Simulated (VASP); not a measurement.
# LiBr (Fm-3m) in VASP: further runs, part 2 of 2

VASP 6.6.1.

## 5. Single point, PBEsol

This run uses another cell than the first one, of 20.18 Å³/atom.

INCAR

```
ALGO = Normal
EDIFF = 1E-6
ENCUT = 750
GGA = PS
GGA_COMPAT = F
ISIF = 2
ISMEAR = -1
ISYM = 0
LASPH = T
LCHARG = F
LREAL = F
LWAVE = F
NBANDS = 12
NELM = 120
PREC = Accurate
SIGMA = 0.03
```

KPOINTS

```
Automatic mesh
0
Gamma
  9 9 9
  0.5 0.5 0.5
```

POSCAR

```
LiBr
1.0
    0.0000000000      2.7226905798      2.7226905798
    2.7226905798      0.0000000000      2.7226905798
    2.7226905798      2.7226905798      0.0000000000
Li Br
1 1
Direct
    0.0000000000      0.0000000000      0.0000000000
    0.5000000000      0.5000000000      0.5000000000
```

Potentials or basis: VASP PAW PBE potentials, release 64 (Li_sv, Br).

Launch:

```sh
> cat potpaw_PBE.64/Li_sv/POTCAR potpaw_PBE.64/Br/POTCAR > POTCAR
> mpirun -np 1 vasp_std > vasp.out
```

OUTCAR:

```text
EDIFF = 1E-6
   ENCUT = 750
   GGA = PS
   ISIF = 2
   ISMEAR = -1
   ISYM = 0
   LASPH = T
   LREAL = F
   NELM = 120
   PREC = Accurate

 ion  position               nearest neighbor table
   1  0.000  0.000  0.000-
   2  0.500  0.500  0.500-

IMPORTANT INFORMATION: All symmetrisations will be switched off!
NOSYMM: (Re-)initialisation of all symmetry stuff for point group C_1.

----------------------------------------------------------------------------------------

                                     Primitive cell

  volume of cell :      40.3669

  direct lattice vectors                    reciprocal lattice vectors
     0.000000000  2.722690580  2.722690580    -0.183641874  0.183641874  0.183641874
     2.722690580  0.000000000  2.722690580     0.183641874 -0.183641874  0.183641874
     2.722690580  2.722690580  0.000000000     0.183641874  0.183641874 -0.183641874

  length of vectors
     3.850465944  3.850465944  3.850465944     0.318077056  0.318077056  0.318077056

  position of ions in fractional coordinates (direct lattice)
     0.000000000  0.000000000  0.000000000
     0.500000000  0.500000000  0.500000000

  ion indices of the primitive-cell ions
   primitive index   ion index
                 1           1
                 2           2

----------------------------------------------------------------------------------------

 KPOINTS: Automatic mesh

Automatic generation of k-mesh.
 Grid dimensions read from file:
 generate k-points for:    9    9    9

 Generating k-lattice:

  Cartesian coordinates                     Fractional coordinates (reciprocal lattice)
    -0.020404653  0.020404653  0.020404653     0.111111111  0.000000000  0.000000000
     0.020404653 -0.020404653  0.020404653     0.000000000  0.111111111  0.000000000
     0.020404653  0.020404653 -0.020404653     0.000000000  0.000000000  0.111111111

  Length of vectors
     0.035341895  0.035341895  0.035341895

  Shift w.r.t. Gamma in fractional coordinates (k-lattice)
     0.500000000  0.500000000  0.500000000

 Subroutine IBZKPT returns following result:
 ===========================================

 Found   1460 irreducible k-points:

 Following reciprocal coordinates:
            Coordinates               Weight
  0.055556  0.055556  0.055556      2.000000
  0.055556  0.000000  0.000000      2.000000
  0.000000  0.000000 -0.055556      2.000000
  0.000000  0.055556  0.000000      2.000000
  0.166667  0.055556  0.055556      2.000000
  0.055556  0.166667  0.055556      2.000000
[... 16 lines left out ...]
  0.000000  0.222222 -0.055556      2.000000
  0.222222  0.000000 -0.055556      2.000000
 [... further k-points ...]
   k-points           NKPTS =   1460   k-points in BZ     NKDIM =   1460   number of bands    NBANDS=     12
   number of dos      NEDOS =    301   number of ions     NIONS =      2
   total plane-waves  NPLWV =  46656
   dimension x,y,z NGX =    36 NGY =   36 NGZ =   36
   dimension x,y,z NGXF=    72 NGYF=   72 NGZF=   72
   ions per type =               1   1
   NGX,Y,Z   is equivalent  to a cutoff of  15.54, 15.54, 15.54 a.u.
   NGXF,Y,Z  is equivalent  to a cutoff of  31.09, 31.09, 31.09 a.u.
 SYSTEM =  unknown system
   PREC   = accura    normal or accurate (medium, high low for compatibility)
   ISTART =      0    job   : 0-new  1-cont  2-samecut
   ICHARG =      2    charge: 1-file 2-atom 10-const
   ISPIN  =      1    spin polarized calculation?
   LNONCOLLINEAR =      F non collinear calculations
   LSORBIT =      F    spin-orbit coupling
   LASPH  =      T    aspherical Exc in radial PAW
   ENCUT  =  750.0 eV  55.12 Ry    7.42 a.u.   8.60  8.60  8.60*2*pi/ulx,y,z
   NELM   =    120;   NELMIN=  2; NELMDL= -5     # of ELM steps
   EDIFF  = 0.1E-05   stopping-criterion for ELM
   LREAL  =      F    real-space projection
   EDIFFG = 0.1E-04   stopping-criterion for IOM
   NSW    =      0    number of steps for IOM
   IBRION =     -1    ionic relax: 0-MD 1-quasi-New 2-CG
   NFREE  =      0    steps in history (QN), initial steepest desc. (CG)
   ISIF   =      2    stress and relaxation
   ISYM   =      0    0-nonsym 1-usesym 2-fastsym
   POTIM  = 0.5000    time-step for ionic-motion
   TEBEG  =    0.0;   TEEND  =   0.0 temperature during run
   PSTRESS=    0.0 pullay stress
   NELECT =      10.0000    total number of electrons
   NUPDOWN=      -1.0000    fix difference up-down
   EMIN   =  10.00;   EMAX   =-10.00  energy-range for DOS
   EFERMI =   0.00;   METHOD = LEGACY
   ISMEAR =    -1;   SIGMA  =   0.03  broadening in eV -4-tet -1-fermi 0-gaus
   EFERMI_NEDOS =   21; number of points for ismear=-14 and -15
   IALGO  =     38    algorithm
   IMIX   =      4    mixing-type and parameters
     AMIX     =   0.40;   BMIX     =  1.00
     AMIX_MAG =   1.60;   BMIX_MAG =  1.00
  volume/ion in A,a.u.               =      20.18       136.20
  Fermi-wavevector in a.u.,A,eV,Ry     =   1.028174  1.942967 14.383282  1.057141
  Thomas-Fermi vector in A             =   2.162157
   LORBIT       =      0    0 simple, 1 ext, 2 COOP (PROOUT), +10 PAW based schemes
   GGA     = PS    functional components
   LHFCALC =     F    Hartree Fock is set to
   AEXX    =    0.0000 exact exchange contribution
   IVDW    =     0    specifies the selected vdW correction
   LEPSILON=     F    determine dielectric tensor
   LRPA    =     F    only Hartree local field effects (RPA)
 non-spin polarized calculation
  energy-cutoff  :      750.00
  volume of cell :       40.37
 maximum number of plane-waves:      1902
   NGX = 17   NGY = 17   NGZ = 17

 number of electron      10.0000001 magnetization

 Free energy of the ion-electron system (eV)
  ---------------------------------------------------
  ext. energy  EPLUGINS =         0.00000000
  ---------------------------------------------------
  free energy    TOTEN  =        -6.93406059 eV

  energy without entropy =       -6.93406059  energy(sigma->0) =       -6.93406059

 E-fermi :   1.2422     XC(G=0):  -8.7135

 val. band max:        0.4479552876   @ k =   0.0556  -0.1111   0.0000
 cond. band min:       5.4833931255   @ k =   0.0000   0.0556   0.0000
 fundamental gap:      5.0354378379
 Fermi energy:         1.2422394879

 k-point     1 :       0.0556    0.0556    0.0556
  band No.  band energies     occupation
      1     -43.1759      2.00000
      2     -13.0998      2.00000
      3       0.3102      2.00000
      4       0.4420      2.00000
      5       0.4420      2.00000
      6       5.4834      0.00000
      7      10.6258      0.00000
      8      10.8839      0.00000
      9      10.8839      0.00000
     10      12.2843      0.00000
     11      12.2843      0.00000
     12      12.8758      0.00000

 k-point     2 :       0.0556    0.0000    0.0000
  band No.  band energies     occupation
      1     -43.1759      2.00000
      2     -13.0998      2.00000
      3       0.3102      2.00000
      4       0.4420      2.00000
      5       0.4420      2.00000
      6       5.4834      0.00000
      7      10.6258      0.00000
      8      10.8839      0.00000
      9      10.8839      0.00000
     10      12.2843      0.00000
     11      12.2843      0.00000
     12      12.8758      0.00000

 k-point     3 :       0.0000    0.0000   -0.0556
  band No.  band energies     occupation
      1     -43.1759      2.00000
      2     -13.0998      2.00000
      3       0.3102      2.00000
      4       0.4420      2.00000
      5       0.4420      2.00000
      6       5.4834      0.00000
      7      10.6258      0.00000
      8      10.8839      0.00000
      9      10.8839      0.00000
     10      12.2843      0.00000
     11      12.2843      0.00000
     12      12.8758      0.00000
[... 286 lines left out ...]
 k-point    23 :       0.0000    0.2222   -0.0556
  band No.  band energies     occupation
      1     -43.1753      2.00000
      2     -12.8751      2.00000
      3      -1.2523      2.00000
      4       0.1403      2.00000
      5       0.3754      2.00000
      6       6.4687      0.00000
      7       9.5423      0.00000
      8       9.6959      0.00000
      9      10.0659      0.00000
     10      12.2373      0.00000
     11      13.2100      0.00000
     12      13.6625      0.00000

 k-point    24 :       0.2222    0.0000   -0.0556
  band No.  band energies     occupation
      1     -43.1753      2.00000
      2     -12.8751      2.00000
      3      -1.2523      2.00000
      4       0.1403      2.00000
      5       0.3754      2.00000
      6       6.4687      0.00000
      7       9.5423      0.00000
      8       9.6959      0.00000
      9      10.0659      0.00000
     10      12.2373      0.00000
     11      13.2100      0.00000
     12      13.6625      0.00000

 [... further k-points ...]

------------------------ aborting loop because EDIFF is reached ----------------------------------------

  FORCE on cell =-STRESS in cart. coord.  units (eV):
  Direction    XX          YY          ZZ          XY          YZ          ZX
  --------------------------------------------------------------------------------------
  -------------------------------------------------------------------------------------
  Total       -0.1377552     -0.1377546     -0.1377552     -0.0000040     -0.0000049     -0.0000042
  in kB       -5.4675625     -5.4675392     -5.4675614     -0.0001573     -0.0001952     -0.0001667
  external PRESSURE =      -5.4675544 kB  Pullay stress =       0.0000000 kB

 VOLUME and BASIS-vectors are now :
 -----------------------------------------------------------------------------
  energy-cutoff  :      750.00
  volume of cell :       40.37
      direct lattice vectors                 reciprocal lattice vectors
     0.000000000  2.722690580  2.722690580    -0.183641874  0.183641874  0.183641874
     2.722690580  0.000000000  2.722690580     0.183641874 -0.183641874  0.183641874
     2.722690580  2.722690580  0.000000000     0.183641874  0.183641874 -0.183641874

 POSITION                                       TOTAL-FORCE (eV/Angst)
 -----------------------------------------------------------------------------------
      0.00000      0.00000      0.00000         0.000000      0.000000      0.000000
      2.72269      2.72269      2.72269        -0.000000     -0.000000     -0.000000
 -----------------------------------------------------------------------------------
    total drift:                                0.000000     -0.000000      0.000000

  FREE ENERGIE OF THE ION-ELECTRON SYSTEM (eV)
  ---------------------------------------------------
  free  energy   TOTEN  =        -6.9340605907 eV

  energy  without entropy=       -6.9340605907  energy(sigma->0) =       -6.93406059
```

stdout:

```text
POSCAR found type information on POSCAR LiBr
 POSCAR found :  2 types and       2 ions
 scaLAPACK will be used
 -----------------------------------------------------------------------------
|                                                                             |
|                                                                             |
|     You enforced a specific xc type in the INCAR file but a different       |
|     I HOPE YOU KNOW WHAT YOU ARE DOING!                                     |
|                                                                             |
 -----------------------------------------------------------------------------

 LDA part: xc-table for (Slater+PW92), standard interpolation
 POSCAR, INCAR and KPOINTS ok, starting setup
 FFT: planning ... GRIDC
 FFT: planning ... GRID_SOFT
 FFT: planning ... GRID
 WAVECAR not read
 entering main loop
```

It took 18 min on 1 thread of Intel Xeon 8259CL, shared host; peak memory 1.2 GiB.

Results:

| Quantity | Value |
| --- | --- |
| Free energy | -6.9341 eV |
| Pressure | -0.5 GPa |
| Band gap on the k mesh | 5.04 eV (least direct gap 5.04 eV) |

Caveat: the PAW data sets were made with another functional, which shifts forces and pressure a little; a shifted mesh leaves out Γ, where band edges can lie.

## 6. Summary

| cell | k mesh | gap on the mesh (eV) | pressure (GPa) |
| --- | --- | --- | --- |
| a = 3.498 Å, angles 60.0°, 2 atoms | 9 × 9 × 9 | 5.60 | 14.0 |
| a = 3.850 Å, angles 60.0°, 2 atoms | 9 × 9 × 9 | 4.90 | -0.5 |
| a = 3.850 Å, angles 60.0°, 2 atoms | 9 × 9 × 9, shifted | 5.04 | -0.5 |

Alike in all rows: task single point; level PBEsol; potentials or basis VASP PAW PBE potentials, release 64 (Li_sv, Br); no spin polarisation; cutoff (eV) 750; smearing fermi-dirac 0.03 eV.

Caveats: the PAW data sets were made with another functional, which shifts forces and pressure a little; an odd mesh through Γ misses points on the zone boundary, where band edges can lie (at least some runs); the cell stands under pressure (at least some runs); a shifted mesh leaves out Γ, where band edges can lie (at least some runs).

Total energies depend on the potentials used, so only differences within one code and one set of settings carry meaning.
